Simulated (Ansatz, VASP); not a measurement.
**InSb: VASP beside Ansatz**

The input INCAR:

```
SYSTEM = InSb
PREC = Accurate
ENCUT = 520
EDIFF = 1E-6
ISMEAR = 0
SIGMA = 0.15
LREAL = .False.
LASPH = .True.
NELM = 100
ALGO = Normal
ISIF = 2
LWAVE = .False.
LCHARG = .False.
NBANDS = 16
```

KPOINTS

```
Automatic mesh
0
Gamma
  14 14 14
  0 0 0
```

The input POSCAR:

```
InSb
1.0
    0.0000000000      3.0735130000      3.0735130000
    3.0735130000      0.0000000000      3.0735130000
    3.0735130000      3.0735130000      0.0000000000
In Sb
1 1
Direct
    0.0000000000      0.0000000000      0.0000000000
    0.5000000000      0.5000000000      0.5000000000
```

Input for Ansatz:

```yaml
crystal:
  lattice:
    - [0.0, 3.073513, 3.073513]
    - [3.073513, 0.0, 3.073513]
    - [3.073513, 3.073513, 0.0]
  atoms:
    - { symbol: In, position: [0.0, 0.0, 0.0] }
    - { symbol: Sb, position: [0.5, 0.5, 0.5] }
basis:
  ecutwfc: 420
kpoints:
  mp_grid: { grid: [14, 14, 14] }
hamiltonian:
  xc: lda
scf:
  occupations: { method: gaussian, width: 0.15 }
output:
  forces: true
  stress: true
  eigenvalues: true
```

Alike in both runs: task single point; functional LDA; k mesh 14 × 14 × 14; occupations gaussian, width 0.15 eV; no spin polarisation.

|  | VASP | Ansatz |
| --- | --- | --- |
| version | VASP 6.6.1 | Ansatz 0.2.0 |
| potentials or method | VASP PAW LDA potentials, release 64 (In_d, Sb), cutoff 520 eV | scalar-relativistic, plane waves, PAW |
| valence electrons in the cell | 18 | 28 |

|  | VASP | Ansatz | Ansatz less VASP |
| --- | --- | --- | --- |
| gap on the k mesh at the Fermi level (eV) | none | none | - |
| pressure (GPa) | -4.1 | -4.1 | -0.05 |

LDA's correlation is that of Perdew and Zunger in VASP and of Perdew and Wang (1992) in Ansatz. A gap of «none» marks a metal or a gap that the smearing closes. VASP's potentials hold 18 valence electrons a cell and Ansatz's 28, so a difference there can come from the potentials and not from the codes.

Spin-orbit coupling is off throughout.
